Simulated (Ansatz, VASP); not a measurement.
**Two plane-wave programs on SiC**

Contents of INCAR:

```
SYSTEM = SiC
PREC = Accurate ; ENCUT = 520
EDIFF = 1E-7 ; ISMEAR = -1
SIGMA = 0.05 ; LREAL = .FALSE.
LASPH = .TRUE. ; NELM = 80
ALGO = Normal ; ISIF = 2
LWAVE = .FALSE. ; LCHARG = .FALSE.
GGA = RE ; NBANDS = 36
```

File KPOINTS:

```
Automatic mesh
0
G
  10 10 2
  0 0 0
```

POSCAR

```
SiC
1.0
    3.0742275620      0.0000000000      0.0000000000
   -1.5371137810      2.6623591657      0.0000000000
    0.0000000000      0.0000000000     15.0681848517
Si C
6 6
Direct
    0.6666666667      0.3333333333      0.4583000000
    0.3333333333      0.6666666667      0.9583000000
    0.6666666667      0.3333333333      0.7917000000
    0.3333333333      0.6666666667      0.2917000000
    0.0000000000      0.0000000000      0.6250000000
    0.0000000000      0.0000000000      0.1250000000
    0.6666666667      0.3333333333      0.3333000000
    0.3333333333      0.6666666667      0.8333000000
    0.6666666667      0.3333333333      0.6667000000
    0.3333333333      0.6666666667      0.1667000000
    0.0000000000      0.0000000000      0.5000000000
    0.0000000000      0.0000000000      0.0000000000
```

Contents of input.yaml:

```yaml
crystal:
  lattice:
    - [3.074227562, 0.0, 0.0]
    - [-1.537113781, 2.6623591657, 0.0]
    - [0.0, 0.0, 15.0681848517]
  atoms:
    - { symbol: Si, position: [0.6666666667, 0.3333333333, 0.4583] }
    - { symbol: Si, position: [0.3333333333, 0.6666666667, 0.9583] }
    - { symbol: Si, position: [0.6666666667, 0.3333333333, 0.7917] }
    - { symbol: Si, position: [0.3333333333, 0.6666666667, 0.2917] }
    - { symbol: Si, position: [0.0, 0.0, 0.625] }
    - { symbol: Si, position: [0.0, 0.0, 0.125] }
    - { symbol: C, position: [0.6666666667, 0.3333333333, 0.3333] }
    - { symbol: C, position: [0.3333333333, 0.6666666667, 0.8333] }
    - { symbol: C, position: [0.6666666667, 0.3333333333, 0.6667] }
    - { symbol: C, position: [0.3333333333, 0.6666666667, 0.1667] }
    - { symbol: C, position: [0.0, 0.0, 0.5] }
    - { symbol: C, position: [0.0, 0.0, 0.0] }
hamiltonian:
  xc: revpbe
  pseudopotentials: { kind: paw }
kpoints:
  mp_grid: { grid: [10, 10, 2] }
scf:
  occupations: { method: fermi_dirac, width: 0.05 }
output:
  forces: true
  stress: true
  eigenvalues: true
```

Alike in both runs: task single point; functional revPBE; k mesh 10 × 10 × 2; occupations fermi-dirac, width 0.05 eV; no spin polarisation.

|  | VASP | Ansatz |
| --- | --- | --- |
| version | VASP 6.6.1 | Ansatz 0.2.0 |
| potentials or method | VASP PAW PBE potentials, release 64 (Si, C) | Ansatz PAW |
| plane-wave cutoff (eV) | 520 | 420 |
| valence electrons in the cell | 48 | 48 |

```csv
,VASP,Ansatz,Ansatz less VASP
gap on the k mesh at the Fermi level (eV),2.02,2.03,+0.005
least direct gap on the mesh (eV),3.12,3.13,+0.011
pressure (GPa),6.8,7.2,+0.42
"traceless stress, the component that is largest in VASP (GPa)",0.51,0.51,0.000
rms of the force components (eV/Å),0.040,0.040,-0.0001
```

VASP's potentials were made for PBE, not for revPBE. Atom by atom the forces differ by 0.000 eV/Å (rms over components).
